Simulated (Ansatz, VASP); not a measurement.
One calculation of BaTe, two programs

File INCAR:

```
PREC = Accurate
ENCUT = 520
EDIFF = 1E-6
ISMEAR = -1
SIGMA = 0.05
LREAL = F
LASPH = T
NELM = 60
ALGO = Normal
ISIF = 2
LWAVE = F
LCHARG = F
GGA = PS
NBANDS = 15
```

KPOINTS

```
regular mesh
0
Gamma
  7 7 7
```

POSCAR

```
BaTe
1.0
    0.0000000000      3.3403886307      3.3403886307
    3.3403886307      0.0000000000      3.3403886307
    3.3403886307      3.3403886307      0.0000000000
Ba Te
1 1
Direct
    0.0000000000      0.0000000000      0.0000000000
    0.5000000000      0.5000000000      0.5000000000
```

Contents of input.yaml:

```yaml
crystal:
  lattice:
    - [0.0, 3.3403886307, 3.3403886307]
    - [3.3403886307, 0.0, 3.3403886307]
    - [3.3403886307, 3.3403886307, 0.0]
  atoms:
    - { symbol: Ba, position: [0.0, 0.0, 0.0] }
    - { symbol: Te, position: [0.5, 0.5, 0.5] }
kpoints:
  mp_grid: { grid: [7, 7, 7] }
scf:
  occupations: { method: fermi_dirac, width: 0.05 }
hamiltonian:
  xc: pbesol
  pseudopotentials: { kind: all_electron, lapw: { basis_error: 0.001 } }
output:
  forces: true
  stress: true
  eigenvalues: true
```

Change from the starting cell: volume scaled by 0.94.

Alike in both runs: task single point; functional PBEsol; k mesh 7 × 7 × 7; occupations fermi-dirac, width 0.05 eV; no spin polarisation.

|  | VASP | Ansatz |
| --- | --- | --- |
| version | VASP 6.6.1 | Ansatz 0.2.0 |
| potentials or method | VASP PAW PBE potentials, release 64 (Ba_sv, Te), cutoff 520 eV | all-electron LAPW, scalar-relativistic |

Ansatz gave:

| Quantity | Value |
| --- | --- |
| gap on the k mesh at the Fermi level (eV) | 1.23 |
| least direct gap on the mesh (eV) | 1.56 |
| pressure (GPa) | 4.8 |

**Question.** What did VASP give for the same quantities?

**Answer.** gap on the k mesh at the Fermi level (eV): 1.11; least direct gap on the mesh (eV): 1.49; pressure (GPa): 5.3.

VASP's potentials were made for PBE, not for PBEsol. Ansatz ran all-electron here, and VASP with PAW potentials.

Spin-orbit coupling is off throughout.
